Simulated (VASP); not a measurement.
# Sc (P6_3/mmc) in VASP: relaxation of cell and atoms with PBE

Aim: the relaxation of cell and atoms of Sc with PBE.

Everything below comes from runs of VASP 6.6.1. Logs are shortened: lines on timing, memory, paths and dates and some standing lists are left out, and cuts for length are marked.

## 1. The cell of the first run

The structure is hexagonal, space group P6_3/mmc (No. 194). Conventional cell: a = 3.204 Å, b = 3.204 Å, c = 4.962 Å, α = 90.00°, β = 90.00°, γ = 120.00°. Sc (site symmetry -6m2) has 12 Sc at 3.09 to 3.20 Å within 4.1 Å.

## 2. Relaxation of cell and atoms, PBE, target pressure 7.2 GPa, at which the enthalpy is minimised

The input, INCAR:

```
ALGO     = Normal         # electronic algorithm
EDIFF    = 1E-6           # SCF threshold, eV
EDIFFG   = -0.005         # ionic threshold
ENCUT    = 600            # plane-wave cutoff, eV
GGA      = PE             # functional
IBRION   = 2              # ionic algorithm
ISIF     = 3              # what is computed and relaxed
ISMEAR   = -1             # smearing method
LASPH    = True           # aspherical terms in the spheres
LCHARG   = False          # write CHGCAR
LREAL    = False          # projectors in reciprocal space
LWAVE    = False          # write WAVECAR
NELM     = 100            # most SCF steps
NSW      = 32             # ionic steps
PREC     = Accurate       # precision mode
PSTRESS  = 72.0         
SIGMA    = 0.05           # smearing width, eV
```

The input, KPOINTS:

```
k-points
0
Gamma
  14 14 8
```

The input, POSCAR:

```
Sc
1.0
    3.2042402716      0.0000000000      0.0000000000
   -1.6021201358      2.7749534750      0.0000000000
    0.0000000000      0.0000000000      4.9622590639
Sc
2
Direct
    0.3333333333      0.6666666667      0.2500000000
    0.6666666667      0.3333333333      0.7500000000
```

Potentials or basis: VASP PAW PBE potentials, release 64 (Sc_sv).

Started as:

```sh
cat potpaw_PBE.64/Sc_sv/POTCAR > POTCAR
mpirun -np 1 vasp_std > vasp.out
```

OUTCAR:

```text
EDIFF = 1E-6
   EDIFFG = -0.005
   ENCUT = 600
   GGA = PE
   IBRION = 2
   ISIF = 3
   ISMEAR = -1
   LASPH = True
   LREAL = False
   NELM = 100
   NSW = 32
   PREC = Accurate
   PSTRESS = 72.0

 ion  position               nearest neighbor table
   1  0.333  0.667  0.250-   2 3.09   2 3.09   2 3.09   2 3.09   2 3.09   2 3.09
   2  0.667  0.333  0.750-   1 3.09   1 3.09   1 3.09   1 3.09   1 3.09   1 3.09

  LATTYP: Found a hexagonal cell.
 ALAT       =     3.2042402716
 C/A-ratio  =     1.5486538597

  Lattice vectors:

 A1 = (   3.2042402716,   0.0000000000,   0.0000000000)
 A2 = (  -1.6021201358,   2.7749534750,   0.0000000000)
 A3 = (   0.0000000000,   0.0000000000,   4.9622590639)

Analysis of symmetry for initial positions (statically):
=====================================================================
 Subroutine PRICEL returns:
 Original cell was already a primitive cell.

 Routine SETGRP: Setting up the symmetry group for a
 hexagonal supercell.

 Subroutine GETGRP returns: Found 24 space group operations
 (whereof 12 operations were pure point group operations)
 out of a pool of 24 trial point group operations.

The static configuration has the point symmetry D_3d.
 The point group associated with its full space group is D_6h.

Analysis of symmetry for dynamics (positions and initial velocities):
=====================================================================
 Subroutine PRICEL returns:
 Original cell was already a primitive cell.

 Routine SETGRP: Setting up the symmetry group for a
 hexagonal supercell.

 Subroutine GETGRP returns: Found 24 space group operations
 (whereof 12 operations were pure point group operations)
 out of a pool of 24 trial point group operations.

The dynamic configuration has the point symmetry D_3d.
 The point group associated with its full space group is D_6h.

 Subroutine INISYM returns: Found 24 space group operations
 (whereof 12 operations are pure point group operations),
 and found     1 'primitive' translations

----------------------------------------------------------------------------------------

                                     Primitive cell

  volume of cell :      44.1225

  direct lattice vectors                    reciprocal lattice vectors
     3.204240272  0.000000000  0.000000000     0.312086459  0.180183201  0.000000000
    -1.602120136  2.774953475  0.000000000     0.000000000  0.360366402  0.000000000
     0.000000000  0.000000000  4.962259064     0.000000000  0.000000000  0.201521119

  length of vectors
     3.204240272  3.204240272  4.962259064     0.360366402  0.360366402  0.201521119

  position of ions in fractional coordinates (direct lattice)
     0.333333333  0.666666667  0.250000000
     0.666666667  0.333333333  0.750000000

  ion indices of the primitive-cell ions
   primitive index   ion index
                 1           1
                 2           2

----------------------------------------------------------------------------------------

 KPOINTS: k-points

Automatic generation of k-mesh.
 Grid dimensions read from file:
 generate k-points for:   14   14    8

 Generating k-lattice:

  Cartesian coordinates                     Fractional coordinates (reciprocal lattice)
     0.022291890  0.012870229  0.000000000     0.071428571 -0.000000000  0.000000000
     0.000000000  0.025740457  0.000000000     0.000000000  0.071428571  0.000000000
     0.000000000  0.000000000  0.025190140     0.000000000  0.000000000  0.125000000

  Length of vectors
     0.025740457  0.025740457  0.025190140

  Shift w.r.t. Gamma in fractional coordinates (k-lattice)
     0.000000000  0.000000000  0.000000000

 Subroutine IBZKPT returns following result:
 ===========================================

 Found    120 irreducible k-points:

 Following reciprocal coordinates:
            Coordinates               Weight
  0.000000  0.000000  0.000000      1.000000
  0.071429  0.000000  0.000000      6.000000
  0.142857  0.000000  0.000000      6.000000
  0.214286  0.000000  0.000000      6.000000
  0.285714  0.000000  0.000000      6.000000
  0.357143  0.000000  0.000000      6.000000
[... 16 lines left out ...]
  0.285714  0.285714  0.000000      6.000000
  0.357143  0.285714  0.000000      6.000000
 [... further k-points ...]
   k-points           NKPTS =    120   k-points in BZ     NKDIM =    120   number of bands    NBANDS=     15
   number of dos      NEDOS =    301   number of ions     NIONS =      2
   total plane-waves  NPLWV =  31360
   dimension x,y,z NGX =    28 NGY =   28 NGZ =   40
   dimension x,y,z NGXF=    56 NGYF=   56 NGZF=   80
   ions per type =               2
   NGX,Y,Z   is equivalent  to a cutoff of  14.53, 14.53, 13.40 a.u.
   NGXF,Y,Z  is equivalent  to a cutoff of  29.05, 29.05, 26.80 a.u.
 SYSTEM =  unknown system
   PREC   = accura    normal or accurate (medium, high low for compatibility)
   ISTART =      0    job   : 0-new  1-cont  2-samecut
   ICHARG =      2    charge: 1-file 2-atom 10-const
   ISPIN  =      1    spin polarized calculation?
   LNONCOLLINEAR =      F non collinear calculations
   LSORBIT =      F    spin-orbit coupling
   LASPH  =      T    aspherical Exc in radial PAW
   ENCUT  =  600.0 eV  44.10 Ry    6.64 a.u.   6.40  6.40  9.91*2*pi/ulx,y,z
   NELM   =    100;   NELMIN=  2; NELMDL= -5     # of ELM steps
   EDIFF  = 0.1E-05   stopping-criterion for ELM
   LREAL  =      F    real-space projection
   EDIFFG = -.5E-02   stopping-criterion for IOM
   NSW    =     32    number of steps for IOM
   IBRION =      2    ionic relax: 0-MD 1-quasi-New 2-CG
   NFREE  =      1    steps in history (QN), initial steepest desc. (CG)
   ISIF   =      3    stress and relaxation
   ISYM   =      2    0-nonsym 1-usesym 2-fastsym
   POTIM  = 0.5000    time-step for ionic-motion
   TEBEG  =    0.0;   TEEND  =   0.0 temperature during run
   PSTRESS=   72.0 pullay stress
   NELECT =      22.0000    total number of electrons
   NUPDOWN=      -1.0000    fix difference up-down
   EMIN   =  10.00;   EMAX   =-10.00  energy-range for DOS
   EFERMI =   0.00;   METHOD = LEGACY
   ISMEAR =    -1;   SIGMA  =   0.05  broadening in eV -4-tet -1-fermi 0-gaus
   EFERMI_NEDOS =   21; number of points for ismear=-14 and -15
   IALGO  =     38    algorithm
   IMIX   =      4    mixing-type and parameters
     AMIX     =   0.40;   BMIX     =  1.00
     AMIX_MAG =   1.60;   BMIX_MAG =  1.00
  volume/ion in A,a.u.               =      22.06       148.88
  Fermi-wavevector in a.u.,A,eV,Ry     =   1.298162  2.453171 22.928882  1.685225
  Thomas-Fermi vector in A             =   2.429508
   LORBIT       =      0    0 simple, 1 ext, 2 COOP (PROOUT), +10 PAW based schemes
   GGA     = PE    functional components
   LHFCALC =     F    Hartree Fock is set to
   AEXX    =    0.0000 exact exchange contribution
   IVDW    =     0    specifies the selected vdW correction
   LEPSILON=     F    determine dielectric tensor
   LRPA    =     F    only Hartree local field effects (RPA)
 conjugate gradient relaxation of ions
 non-spin polarized calculation
  energy-cutoff  :      600.00
  volume of cell :       44.12
 maximum number of plane-waves:      1490
 NGX is ok and might be reduce to    28
   NGX = 13   NGY = 13   NGZ = 19

--------------------------------------- Ionic step        1  -------------------------------------------

 number of electron      22.0000000 magnetization

 Free energy of the ion-electron system (eV)
  ---------------------------------------------------
  ext. energy  EPLUGINS =         0.00000000
  ---------------------------------------------------
  free energy    TOTEN  =       -12.40452106 eV

  energy without entropy =      -12.37581873  energy(sigma->0) =      -12.39016989

------------------------ aborting loop because EDIFF is reached ----------------------------------------

  FORCE on cell =-STRESS in cart. coord.  units (eV):
  Direction    XX          YY          ZZ          XY          YZ          ZX
  --------------------------------------------------------------------------------------
  -------------------------------------------------------------------------------------
  Total        2.0089339      2.0089339      2.0095672      0.0000000      0.0000000     -0.0000000
  in kB       72.9484409     72.9484409     72.9714379      0.0000000      0.0000000     -0.0000000
  external PRESSURE =       0.9561066 kB  Pullay stress =      72.0000000 kB

 VOLUME and BASIS-vectors are now :
 -----------------------------------------------------------------------------
  energy-cutoff  :      600.00
  volume of cell :       44.12
      direct lattice vectors                 reciprocal lattice vectors
     3.204240272  0.000000000  0.000000000     0.312086459  0.180183201  0.000000000
    -1.602120136  2.774953475  0.000000000     0.000000000  0.360366402  0.000000000
     0.000000000  0.000000000  4.962259064     0.000000000  0.000000000  0.201521119
[... 46 lines left out ...]
  FREE ENERGIE OF THE ION-ELECTRON SYSTEM (eV)
  ---------------------------------------------------
  free  energy   TOTEN  =       -12.4083182125 eV

  energy  without entropy=      -12.3795391492  energy(sigma->0) =      -12.39392868

  enthalpy is  TOTEN    =       -10.4217231330 eV   P V=        1.9865950795

--------------------------------------- Ionic step        3  -------------------------------------------

 number of electron      22.0000001 magnetization

 Free energy of the ion-electron system (eV)
  ---------------------------------------------------
  ext. energy  EPLUGINS =         0.00000000
  ---------------------------------------------------
  free energy    TOTEN  =       -12.40716102 eV

  energy without entropy =      -12.37840533  energy(sigma->0) =      -12.39278317

 E-fermi :   4.3446     XC(G=0): -10.3256

 val. band max:        4.3357477850   @ k =   0.2143   0.0000   0.1250
 cond. band min:       4.3451340906   @ k =   0.3571   0.2857   0.5000
 fundamental gap:      0.0093863056
 Fermi energy:         4.3445996048

 k-point     1 :       0.0000    0.0000    0.0000
  band No.  band energies     occupation
      1     -44.7931      2.00000
      2     -44.6781      2.00000
      3     -23.7355      2.00000
      4     -23.2375      2.00000
      5     -23.2375      2.00000
      6     -23.1415      2.00000
      7     -23.1415      2.00000
      8     -23.1036      2.00000
      9      -0.9701      2.00000
     10       2.5637      2.00000
     11       5.2857      0.00000
     12       6.0625      0.00000
     13       6.0625      0.00000
     14       6.4059      0.00000
     15       6.5980      0.00000
[... 397 lines left out ...]
 k-point    24 :       0.3571    0.2857    0.0000
  band No.  band energies     occupation
      1     -44.6838      2.00000
      2     -44.6745      2.00000
      3     -23.5536      2.00000
      4     -23.4489      2.00000
      5     -23.4469      2.00000
      6     -23.3873      2.00000
      7     -23.3365      2.00000
      8     -23.3267      2.00000
      9       3.4698      2.00000
     10       3.6644      2.00000
     11       3.6730      2.00000
     12       3.7386      1.99999
     13       5.4498      0.00000
     14       5.5372      0.00000
     15       6.6992      0.00000

 [... further k-points ...]
[... 5 lines left out ...]
  --------------------------------------------------------------------------------------
  -------------------------------------------------------------------------------------
  Total        1.9774163      1.9774163      1.9822133      0.0000000      0.0000000      0.0000000
  in kB       71.7092202     71.7092202     71.8831783      0.0000000      0.0000000      0.0000000
  external PRESSURE =      -0.2327937 kB  Pullay stress =      72.0000000 kB

 VOLUME and BASIS-vectors are now :
 -----------------------------------------------------------------------------
  energy-cutoff  :      600.00
  volume of cell :       44.18
      direct lattice vectors                 reciprocal lattice vectors
     3.205639645  0.000000000 -0.000000000     0.311950222  0.180104545 -0.000000000
    -1.602819822  2.776165368 -0.000000000    -0.000000000  0.360209090  0.000000000
     0.000000000  0.000000000  4.964478756     0.000000000  0.000000000  0.201431016

 POSITION                                       TOTAL-FORCE (eV/Angst)
 -----------------------------------------------------------------------------------
     -0.00000      1.85078      1.24112        -0.000000     -0.000000      0.000000
      1.60282      0.92539      3.72336         0.000000      0.000000      0.000000
 -----------------------------------------------------------------------------------
    total drift:                               -0.000000      0.000000     -0.000000

  FREE ENERGIE OF THE ION-ELECTRON SYSTEM (eV)
  ---------------------------------------------------
  free  energy   TOTEN  =       -12.4071610236 eV

  energy  without entropy=      -12.3784053252  energy(sigma->0) =      -12.39278317

  enthalpy is  TOTEN    =       -10.4217263447 eV   P V=        1.9854346789

 reached required accuracy - stopping structural energy minimisation
```

Run time: 62 s. Hardware: 1 thread of Intel Xeon 6975P-C (Granite Rapids), shared host; peak memory 0.24 GiB.

What came out:

- Free energy: -12.4072 eV
- Relaxed volume: 22.09 Å³/atom
- Relaxed cell: a = 3.206 Å, b = 3.206 Å, c = 4.964 Å, α = 90.00°, β = 90.00°, γ = 120.00°
- Space group after relaxing (to 0.1 Å): P6_3/mmc (No. 194)
- Energy change on relaxing (the run minimises the enthalpy): -1.3 meV/atom
- Ionic steps: 3
- Pressure after relaxing: 7.2 GPa
- Band gap on the k mesh: zero (bands 11 and 12 overlap by 1.68 eV)

The path:
| step | energy change (eV) | largest force (eV/Å) | pressure (GPa) | volume (Å³) |
| --- | --- | --- | --- | --- |
| 1 | 0.0000 | 0.0000 | 7.30 | 44.12 |
| 2 | -0.0038 | 0.0000 | 7.16 | 44.21 |
| 3 | -0.0026 | 0.0000 | 7.18 | 44.18 |

Final structure:
```
Sc
1.0
     3.20564    0.00000    0.00000
    -1.60282    2.77617    0.00000
     0.00000    0.00000    4.96448
Sc
2
Direct
  0.33333 0.66667 0.25000
  0.66667 0.33333 0.75000
```

Caveat: the cell is relaxed towards a set pressure, so the run minimises the enthalpy, not the energy.
